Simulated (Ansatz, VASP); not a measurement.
## One calculation of SnO, two programs

The input INCAR:

```
  ALGO = Normal
  EDIFF = 1E-6
  ENCUT = 520
  GGA = PE
  ISIF = 2
  ISMEAR = -1
  LASPH = True
  LCHARG = False
  LREAL = False
  LWAVE = False
  NBANDS = 17
  NELM = 60
  PREC = Accurate
  SIGMA = 0.03
```

File KPOINTS:

```
k-points
0
Gamma
  14 14 14
```

Contents of POSCAR:

```
SnO
1.0
    0.0000000000      2.5801318444      2.5801318444
    2.5801318444      0.0000000000      2.5801318444
    2.5801318444      2.5801318444      0.0000000000
Sn O
1 1
Direct
    0.0000000000      0.0000000000      0.0000000000
    0.5000000000      0.5000000000      0.5000000000
```

Input for Ansatz:

```yaml
crystal:
  lattice:
    - [0.0, 2.5801318444, 2.5801318444]
    - [2.5801318444, 0.0, 2.5801318444]
    - [2.5801318444, 2.5801318444, 0.0]
  atoms:
    - { symbol: Sn, position: [0.0, 0.0, 0.0] }
    - { symbol: O, position: [0.5, 0.5, 0.5] }
kpoints:
  mp_grid: { grid: [14, 14, 14] }
scf:
  occupations: { method: fermi_dirac, width: 0.03 }
hamiltonian:
  xc: pbe
  pseudopotentials: { kind: all_electron, lapw: { basis_error: 0.001 } }
output:
  forces: true
  stress: true
  eigenvalues: true
```

Change from the starting cell: volume scaled by 1.025.

Alike in both runs: task single point; functional PBE; k mesh 14 × 14 × 14; occupations fermi-dirac, width 0.03 eV; no spin polarisation.

|  | VASP | Ansatz |
| --- | --- | --- |
| version | VASP 6.6.1 | Ansatz 0.2.0 |
| potentials or method | VASP PAW PBE potentials, release 64 (Sn_d, O), cutoff 520 eV | all-electron LAPW, scalar-relativistic |

```tsv
	VASP	Ansatz	Ansatz less VASP
pressure (GPa)	-2.2	-2.1	+0.09
```

Ansatz ran all-electron here, and VASP with PAW potentials.
